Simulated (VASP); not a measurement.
A run of VASP 6.6.1:

The input INCAR:

```
ALGO = Fast
EDIFF = 1E-6
EDIFFG = -0.01
ENCUT = 600
GGA = PE
IBRION = 2
ISIF = 3
ISMEAR = -1
IVDW = 13
LASPH = T
LCHARG = F
LREAL = F
LWAVE = F
NELM = 100
NSW = 60
PREC = Accurate
SIGMA = 0.05
```

The input KPOINTS:

```
k-points
0
Gamma
  11 11 10
```

File POSCAR:

```
Hf
1.0
    0.1192699600      2.3430520200      1.9928205800
    2.3210866400      0.1247983600      1.9872921700
    2.4497549800      2.4661919600     -0.0038699800
Hf
1
Direct
    0.0000000000      0.0000000000      0.0000000000
```

Potentials or basis: VASP PAW PBE potentials, release 64 (Hf_pv).

The run is started by

```bash
$ cat potpaw_PBE.64/Hf_pv/POTCAR > POTCAR
$ mpirun -np 1 vasp_std > vasp.out
```

Hardware: 1 thread of Intel(R) Xeon(R) Platinum 8259CL CPU @ 2.50GHz (Skylake/Cascade Lake), on a shared host.

Problem. How long does it take, and how much memory?

Solution. Wall time 30 min on 1 thread of Intel(R) Xeon(R) Platinum 8259CL CPU @ 2.50GHz (Skylake/Cascade Lake), with other jobs on the host, peak memory 0.32 GiB. Counts: scf iterations 124, k points 606, ion steps 19.
